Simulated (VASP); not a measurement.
Here is a VASP 6.6.1 calculation.

POSCAR

```
Te2Mo
1.0
    6.6419834218      0.0000000000      0.0000000000
    0.0000000000      6.6419834218      0.0000000000
    0.0000000000      0.0000000000      3.6274815994
Mo Te
2 4
Direct
    0.0000000000      0.0000000000      0.0000000000
    0.5000000000      0.5000000000      0.5000000000
    0.2863161999      0.2863161999      0.0000000000
    0.2136838001      0.7863161999      0.5000000000
    0.7863161999      0.2136838001      0.5000000000
    0.7136838001      0.7136838001      0.0000000000
```

The input INCAR.step1:

```
SYSTEM = Te2Mo
PREC     = Accurate       ! precision mode
ENCUT    = 520            ! plane-wave cutoff, eV
EDIFF    = 1E-5           ! SCF threshold, eV
ISMEAR   = -1             ! smearing method
SIGMA    = 0.02           ! smearing width, eV
LREAL    = .False.        ! projectors in reciprocal space
LASPH    = .True.         ! aspherical terms in the spheres
NELM     = 80             ! most SCF steps
ALGO     = Normal         ! electronic algorithm
ISIF     = 2              ! what is computed and relaxed
LWAVE    = .True.         ! write WAVECAR
NBANDS   = 35             ! bands
GGA      = PE             ! functional
```

INCAR.step2

```
SYSTEM = Te2Mo
PREC     = Accurate       ! precision mode
ENCUT    = 520            ! plane-wave cutoff, eV
EDIFF    = 1E-6           ! SCF threshold, eV
ISMEAR   = -1             ! smearing method
SIGMA    = 0.02           ! smearing width, eV
LREAL    = .False.        ! projectors in reciprocal space
LASPH    = .True.         ! aspherical terms in the spheres
NELM     = 80             ! most SCF steps
ALGO     = Normal         ! electronic algorithm
ISIF     = 2              ! what is computed and relaxed
LWAVE    = .False.        ! write WAVECAR
LCHARG   = .True.         ! write CHGCAR
GGA      = PE             ! functional
LHFCALC  = .True.         ! exact exchange
AEXX     = 0.5            ! exact-exchange fraction
HFSCREEN = 0.5            ! screening, 1/A
PRECFOCK = Fast         
LELF     = .True.         ! ELF
LVHAR    = .True.       
NBANDS   = 35             ! bands
ISTART   = 1
```

File KPOINTS:

```
regular mesh
0
Gamma
  2 2 4
  0 0 0
```

Potentials or basis: VASP PAW PBE potentials, release 64 (Mo_sv, Te).

Run with:

```bash
$ cat potpaw_PBE.64/Mo_sv/POTCAR potpaw_PBE.64/Te/POTCAR > POTCAR
$ cp INCAR.step1 INCAR
$ mpirun -np 1 vasp_std > vasp.out
$ cp INCAR.step2 INCAR
$ mpirun -np 1 vasp_std > vasp.out
```

(1) Estimate the band gap on the k mesh.

(2) Predict the pressure.

Results:

(1) zero (band 26 reaches 7.76 eV, above the bottom of band 27 at 7.25 eV).

(2) -3.4 GPa.

Caveat: the k points lie up to 0.47 Å⁻¹ apart; the PAW data sets were made with another functional, which shifts forces and pressure a little; spin-orbit coupling is left out, which moves the levels of the heavy elements.
